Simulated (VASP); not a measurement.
# Ni (Fm-3m) in VASP: further runs

The runs below take Ni through single point, with PBEsol.

Everything below comes from runs of VASP 6.6.1. Logs are shortened: lines on timing, memory, paths and dates and some standing lists are left out, and cuts for length are marked.

**1. The cell of the first run**

The structure is cubic, space group Fm-3m (No. 225). The conventional cell has a = 3.536 Å, b = 3.536 Å, c = 3.536 Å, α = 90.00°, β = 90.00°, γ = 90.00°. Ni (site symmetry m-3m) has 12 Ni at 2.50 Å within 3.3 Å.

**2. Single point, PBEsol, collinear spin, ferromagnetic start**

File INCAR:

```
PREC = Accurate
ENCUT = 520
EDIFF = 1E-7
ISMEAR = -1
SIGMA = 0.1
LREAL = False
LASPH = True
NELM = 150
ALGO = Normal
ISIF = 2
LWAVE = False
LCHARG = False
ISPIN = 2
MAGMOM = 0.72 0.72
LORBIT = 11
LMAXMIX = 4
GGA = PS
NBANDS = 21
```

File KPOINTS:

```
Automatic mesh
0
Gamma
  7 14 14
```

File POSCAR:

```
Ni
1.0
    0.0000000000      3.5359000000      3.5359000000
    1.7679500000      0.0000000000      1.7679500000
    1.7679500000      1.7679500000      0.0000000000
Ni
2
Direct
    0.0000000000      0.0000000000      0.0000000000
    0.5000000000      0.0000000000      0.0000000000
```

Potentials or basis: VASP PAW PBE potentials, release 64 (Ni).

The run is started by

```console
$ cat potpaw_PBE.64/Ni/POTCAR > POTCAR
$ mpirun -np 1 vasp_std > vasp.out
```

OUTCAR:

```text
PREC = Accurate
   ENCUT = 520
   EDIFF = 1E-7
   ISMEAR = -1
   LREAL = False
   LASPH = True
   NELM = 150
   ISIF = 2
   ISPIN = 2
   LORBIT = 11
   GGA = PS

 ion  position               nearest neighbor table
   1  0.000  0.000  0.000-   2 2.50   2 2.50   2 2.50   2 2.50   2 2.50   2 2.50
   2  0.500  0.000  0.000-   1 2.50   1 2.50   1 2.50   1 2.50   1 2.50   1 2.50

  LATTYP: Found a trigonal (rhomboedric) cell.
 ALAT       =     4.3305753908
 COS(alpha) =     0.8333333333

  Lattice vectors:

 A1 = (   1.7679500000,  -1.7679500000,  -3.5359000000)
 A2 = (   3.5359000000,  -1.7679500000,  -1.7679500000)
 A3 = (   1.7679500000,  -3.5359000000,  -1.7679500000)

Analysis of symmetry for initial positions (statically):
=====================================================================
 Subroutine PRICEL returns following result:

  LATTYP: Found a face centered cubic cell.
 ALAT       =     3.5359000000

  Lattice vectors:

 A1 = (   0.0000000000,   1.7679500000,   1.7679500000)
 A2 = (   1.7679500000,   0.0000000000,   1.7679500000)
 A3 = (   1.7679500000,   1.7679500000,   0.0000000000)

   2 primitive cells build up your supercell.

 Routine SETGRP: Setting up the symmetry group for a
 trigonal (rhombohedral) supercell.

 Subroutine GETGRP returns: Found 12 space group operations
 (whereof 12 operations were pure point group operations)
 out of a pool of 12 trial point group operations.

The static configuration has the point symmetry D_3d.

Analysis of symmetry for dynamics (positions and initial velocities):
=====================================================================
 Subroutine PRICEL returns following result:

  LATTYP: Found a face centered cubic cell.
 ALAT       =     3.5359000000

  Lattice vectors:

 A1 = (   0.0000000000,   1.7679500000,   1.7679500000)
 A2 = (   1.7679500000,   0.0000000000,   1.7679500000)
 A3 = (   1.7679500000,   1.7679500000,   0.0000000000)

   2 primitive cells build up your supercell.

 Routine SETGRP: Setting up the symmetry group for a
 trigonal (rhombohedral) supercell.

 Subroutine GETGRP returns: Found 12 space group operations
 (whereof 12 operations were pure point group operations)
 out of a pool of 12 trial point group operations.

The dynamic configuration has the point symmetry D_3d.

Analysis of structural, dynamic, and magnetic symmetry:
=====================================================================
 Subroutine PRICEL returns following result:

  LATTYP: Found a face centered cubic cell.
 ALAT       =     3.5359000000

  Lattice vectors:

 A1 = (   0.0000000000,   1.7679500000,   1.7679500000)
 A2 = (   1.7679500000,   0.0000000000,   1.7679500000)
 A3 = (   1.7679500000,   1.7679500000,   0.0000000000)

   2 primitive cells build up your supercell.

 Routine SETGRP: Setting up the symmetry group for a
 trigonal (rhombohedral) supercell.

 Subroutine GETGRP returns: Found 12 space group operations
 (whereof 12 operations were pure point group operations)
 out of a pool of 12 trial point group operations.

The overall configuration has the point symmetry D_3d.

 Subroutine INISYM returns: Found 12 space group operations
 (whereof 12 operations are pure point group operations),
 and found     2 'primitive' translations

----------------------------------------------------------------------------------------

                                     Primitive cell

  volume of cell :      11.0520

  direct lattice vectors                    reciprocal lattice vectors
     0.000000000  1.767950000  1.767950000    -0.282813428  0.282813428  0.282813428
     1.767950000  0.000000000  1.767950000     0.282813428 -0.282813428  0.282813428
     1.767950000  1.767950000  0.000000000     0.282813428  0.282813428 -0.282813428

  length of vectors
     2.500258868  2.500258868  2.500258868     0.489847226  0.489847226  0.489847226

  position of ions in fractional coordinates (direct lattice)
     0.000000000  0.000000000  0.000000000

  ion indices of the primitive-cell ions
   primitive index   ion index
                 1           1

----------------------------------------------------------------------------------------

 KPOINTS: Automatic mesh

Automatic generation of k-mesh.
 Grid dimensions read from file:
 generate k-points for:    7   14   14

 Generating k-lattice:

  Cartesian coordinates                     Fractional coordinates (reciprocal lattice)
    -0.020200959  0.020200959  0.020200959     0.142857143  0.000000000  0.000000000
     0.020200959 -0.020200959  0.020200959     0.000000000  0.071428571  0.000000000
     0.020200959  0.020200959 -0.020200959     0.000000000  0.000000000  0.071428571

  Length of vectors
     0.034989088  0.034989088  0.034989088

  Shift w.r.t. Gamma in fractional coordinates (k-lattice)
     0.000000000  0.000000000  0.000000000

 -----------------------------------------------------------------------------
|                                                                             |
|           W    W    AA    RRRRR   N    N  II  N    N   GGGG   !!!           |
|           W    W   A  A   R    R  NN   N  II  NN   N  G    G  !!!           |
|           W    W  A    A  R    R  N N  N  II  N N  N  G       !!!           |
|           W WW W  AAAAAA  RRRRR   N  N N  II  N  N N  G  GGG   !            |
|           WW  WW  A    A  R   R   N   NN  II  N   NN  G    G                |
|           W    W  A    A  R    R  N    N  II  N    N   GGGG   !!!           |
|                                                                             |
|     Your reciprocal lattice and k-lattice belong to different lattice       |
|     classes:                                                                |
|                                                                             |
|        The reciprocal lattice is rhombohedral (trigonal),                   |
|        whereas your k-lattice is body-centered cubic.                       |
|                                                                             |
|     Results are often still useful ...                                      |
|                                                                             |
 -----------------------------------------------------------------------------

 Subroutine IBZKPT returns following result:
 ===========================================

 Found    144 irreducible k-points:

 Following reciprocal coordinates:
            Coordinates               Weight
  0.000000  0.000000  0.000000      1.000000
  0.142857  0.000000  0.000000      2.000000
  0.285714  0.000000  0.000000      2.000000
  0.428571  0.000000  0.000000      2.000000
  0.000000  0.071429  0.000000      6.000000
  0.142857  0.071429  0.000000      6.000000
[... 16 lines left out ...]
 -0.428571  0.214286  0.000000      6.000000
 -0.285714  0.214286  0.000000      6.000000
 [... further k-points ...]
   k-points           NKPTS =    144   k-points in BZ     NKDIM =    144   number of bands    NBANDS=     21
   number of dos      NEDOS =    301   number of ions     NIONS =      2
   total plane-waves  NPLWV =  16000
   dimension x,y,z NGX =    40 NGY =   20 NGZ =   20
   dimension x,y,z NGXF=    80 NGYF=   40 NGZF=   40
   ions per type =               2
   NGX,Y,Z   is equivalent  to a cutoff of  13.30, 13.30, 13.30 a.u.
   NGXF,Y,Z  is equivalent  to a cutoff of  26.60, 26.60, 26.60 a.u.
 SYSTEM =  unknown system
   PREC   = accura    normal or accurate (medium, high low for compatibility)
   ISTART =      0    job   : 0-new  1-cont  2-samecut
   ICHARG =      2    charge: 1-file 2-atom 10-const
   ISPIN  =      2    spin polarized calculation?
   LNONCOLLINEAR =      F non collinear calculations
   LSORBIT =      F    spin-orbit coupling
   LASPH  =      T    aspherical Exc in radial PAW
   ENCUT  =  520.0 eV  38.22 Ry    6.18 a.u.   9.30  4.65  4.65*2*pi/ulx,y,z
   NELM   =    150;   NELMIN=  2; NELMDL= -5     # of ELM steps
   EDIFF  = 0.1E-06   stopping-criterion for ELM
   LREAL  =      F    real-space projection
   EDIFFG = 0.1E-05   stopping-criterion for IOM
   NSW    =      0    number of steps for IOM
   IBRION =     -1    ionic relax: 0-MD 1-quasi-New 2-CG
   NFREE  =      0    steps in history (QN), initial steepest desc. (CG)
   ISIF   =      2    stress and relaxation
   ISYM   =      2    0-nonsym 1-usesym 2-fastsym
   POTIM  = 0.5000    time-step for ionic-motion
   TEBEG  =    0.0;   TEEND  =   0.0 temperature during run
   PSTRESS=    0.0 pullay stress
   NELECT =      20.0000    total number of electrons
   NUPDOWN=      -1.0000    fix difference up-down
   EMIN   =  10.00;   EMAX   =-10.00  energy-range for DOS
   EFERMI =   0.00;   METHOD = LEGACY
   ISMEAR =    -1;   SIGMA  =   0.10  broadening in eV -4-tet -1-fermi 0-gaus
   EFERMI_NEDOS =   21; number of points for ismear=-14 and -15
   IALGO  =     38    algorithm
   IMIX   =      4    mixing-type and parameters
     AMIX     =   0.40;   BMIX     =  1.00
     AMIX_MAG =   1.60;   BMIX_MAG =  1.00
  volume/ion in A,a.u.               =      11.05        74.58
  Fermi-wavevector in a.u.,A,eV,Ry     =   1.583415  2.992221 34.112584  2.507204
  Thomas-Fermi vector in A             =   2.683189
   LORBIT       =     11    0 simple, 1 ext, 2 COOP (PROOUT), +10 PAW based schemes
   GGA     = PS    functional components
   LHFCALC =     F    Hartree Fock is set to
   AEXX    =    0.0000 exact exchange contribution
   IVDW    =     0    specifies the selected vdW correction
   LEPSILON=     F    determine dielectric tensor
   LRPA    =     F    only Hartree local field effects (RPA)
 spin polarized calculation
  energy-cutoff  :      520.00
  volume of cell :       22.10
 maximum number of plane-waves:       609
 NGX is ok and might be reduce to    40
   NGX = 19   NGY =  9   NGZ =  9

 number of electron      20.0000019 magnetization       1.2001644

 Free energy of the ion-electron system (eV)
  ---------------------------------------------------
  ext. energy  EPLUGINS =         0.00000000
  ---------------------------------------------------
  free energy    TOTEN  =       -12.27140229 eV

  energy without entropy =      -12.15472468  energy(sigma->0) =      -12.21306349

 E-fermi :   8.9523     XC(G=0): -13.3418

 val. band max:        8.9510843230   @ k =  -0.2857   0.2143   0.0000
 cond. band min:       8.9612239545   @ k =   0.2857  -0.4286   0.2857
 fundamental gap:      0.0101396315
 Fermi energy:         8.9523206106

 spin component 1

 k-point     1 :       0.0000    0.0000    0.0000
  band No.  band energies     occupation
      1       0.0206      1.00000
      2       4.2175      1.00000
      3       6.6058      1.00000
      4       6.6058      1.00000
      5       6.6058      1.00000
      6       6.6110      1.00000
[... 13 lines left out ...]
     20      36.2480      0.00000
     21      36.2480      0.00000

 k-point     2 :       0.1429    0.0000    0.0000
  band No.  band energies     occupation
      1       0.2177      1.00000
      2       4.1229      1.00000
      3       6.5558      1.00000
      4       6.6397      1.00000
      5       6.6397      1.00000
      6       6.6489      1.00000
[... 520 lines left out ...]
 k-point    24 :      -0.2857    0.2143    0.0000
  band No.  band energies     occupation
      1       3.0054      1.00000
      2       3.8586      1.00000
      3       5.6252      1.00000
      4       6.0632      1.00000
      5       6.7279      1.00000
      6       6.7466      1.00000
[... 13 lines left out ...]
     20      35.8852      0.00000
     21      36.7425      0.00000

 [... further k-points ...]

 spin component 2

 k-point     1 :       0.0000    0.0000    0.0000
  band No.  band energies     occupation
      1       0.0039      1.00000
      2       4.6158      1.00000
      3       7.2089      1.00000
      4       7.2089      1.00000
      5       7.2921      1.00000
      6       7.2921      1.00000
[... 13 lines left out ...]
     20      36.2628      0.00000
     21      36.2654      0.00000

 k-point     2 :       0.1429    0.0000    0.0000
  band No.  band energies     occupation
      1       0.2013      1.00000
      2       4.4644      1.00000
      3       7.2360      1.00000
      4       7.2415      1.00000
      5       7.2415      1.00000
      6       7.3369      1.00000
[... 520 lines left out ...]
 k-point    24 :      -0.2857    0.2143    0.0000
  band No.  band energies     occupation
      1       3.0301      1.00000
      2       3.9443      1.00000
      3       6.2139      1.00000
      4       6.6679      1.00000
      5       7.2961      1.00000
      6       7.3321      1.00000
[... 13 lines left out ...]
     20      35.9627      0.00000
     21      36.8459      0.00000

 [... further k-points ...]
[... 5 lines left out ...]
  --------------------------------------------------------------------------------------
  -------------------------------------------------------------------------------------
  Total       -1.6427178     -1.6427178     -1.6427178      0.0000048     -0.0000048      0.0000048
  in kB     -119.0703496   -119.0703496   -119.0703496      0.0003470     -0.0003470      0.0003470
  external PRESSURE =    -119.0703496 kB  Pullay stress =       0.0000000 kB

 VOLUME and BASIS-vectors are now :
 -----------------------------------------------------------------------------
  energy-cutoff  :      520.00
  volume of cell :       22.10
      direct lattice vectors                 reciprocal lattice vectors
     0.000000000  3.535900000  3.535900000    -0.141406714  0.141406714  0.141406714
     1.767950000  0.000000000  1.767950000     0.282813428 -0.282813428  0.282813428
     1.767950000  1.767950000  0.000000000     0.282813428  0.282813428 -0.282813428

 POSITION                                       TOTAL-FORCE (eV/Angst)
 -----------------------------------------------------------------------------------
      0.00000      0.00000      0.00000        -0.000000     -0.000000     -0.000000
      0.00000      1.76795      1.76795         0.000000      0.000000      0.000000
 -----------------------------------------------------------------------------------
    total drift:                               -0.000000     -0.000000     -0.000000

  FREE ENERGIE OF THE ION-ELECTRON SYSTEM (eV)
  ---------------------------------------------------
  free  energy   TOTEN  =       -12.2714022914 eV

  energy  without entropy=      -12.1547246801  energy(sigma->0) =      -12.21306349

 total charge

# of ion       s       p       d       tot
------------------------------------------
    1        0.493   0.488   8.304   9.285
    2        0.493   0.488   8.304   9.285
--------------------------------------------------
tot          0.986   0.977  16.608  18.571

 magnetization (x)

# of ion       s       p       d       tot
------------------------------------------
    1       -0.007  -0.023   0.641   0.611
    2       -0.007  -0.023   0.641   0.611
--------------------------------------------------
tot         -0.014  -0.047   1.282   1.222
```

Run time: 2.1 min. Hardware: 1 thread of Intel Xeon Platinum 8259CL at 2.50GHz (Skylake/Cascade Lake), shared host; peak memory 0.22 GiB.

Results:

```yaml
Free_energy: -12.2714 eV
Pressure: -11.9 GPa
Net_moment: 1.20 μB per cell
Site_moments: Ni +0.61 μB
Valence_electrons_inside_the_program's_atomic_spheres: Ni 9.29
```

Levels at points of the mesh, in eV from the Fermi level:
Spin up:
```
           k point  band 7  band 8  band 9  band 10  band 11  band 12  band 13  band 14  band 15  band 16
(0.00, 0.00, 0.00)   -2.34   -1.22   -1.22    -0.56    -0.56    -0.29     5.56    22.08    23.58    24.36
(0.00, 0.50, 0.00)   -0.56   -0.52   -0.42    -0.42    -0.29     2.40     5.56     9.08    14.64    14.64
```
Spin down:
| k point | band 5 | band 6 | band 7 | band 8 | band 9 | band 10 | band 11 | band 12 | band 13 | band 14 |
| --- | --- | --- | --- | --- | --- | --- | --- | --- | --- | --- |
| (0.00, 0.00, 0.00) | -1.66 | -1.66 | -1.66 | -0.62 | -0.62 | -0.33 | 0.16 | 0.16 | 5.96 | 21.97 |
| (0.00, 0.50, 0.00) | -1.74 | -0.33 | 0.10 | 0.16 | 0.16 | 0.37 | 0.37 | 2.39 | 5.96 | 9.33 |

Caveat: the PAW data sets were made with another functional, which shifts forces and pressure a little.

(Continued in part 2 of 2.)
